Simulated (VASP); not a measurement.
Runs of VASP 6.6.1 on AlSn4. The structure is that of space group Im-3m (No. 229), or close to it. The cells are those of the table. 

| task | cell | k mesh | cutoff (eV) | gap on the mesh (eV) | pressure (GPa) | relaxed volume (Å³/atom) |
| --- | --- | --- | --- | --- | --- | --- |
| relaxation of cell and atoms | relaxed from a = 5.730 Å, angles 109.5°, 5 atoms | 8 × 8 × 8 | 600 | none | 0.0 | 28.92 |
| relaxation of cell and atoms | relaxed from a = 5.512 Å, angles 109.5°, 5 atoms | 4 × 4 × 4 | 600 | none | 0.1 | (a) |
| single point | a = 5.730 Å, angles 109.5°, 5 atoms | 4 × 4 × 4 | 520 | none | (b) | - |
| single point | a = 5.512 Å, angles 109.5°, 5 atoms | 4 × 4 × 4 | 520 | none | 5.6 | - |
| single point | a = 5.730 Å, angles 109.5°, 5 atoms | 8 × 8 × 8 | 520 | none | -0.1 | - |

Alike in all rows: level PBE; potentials or basis VASP PAW PBE potentials, release 64 (Al, Sn_d); no spin polarisation; smearing gaussian 0.1 eV.

Fill in the values left out.

(a) 28.79; (b) -0.2.

Caveats: spin-orbit coupling is left out, which moves the levels of the heavy elements.

A k mesh can miss the band edges, and the runs leave out spin-orbit coupling on Sn.

A gap of «none» marks levels without a gap at the run's occupations.
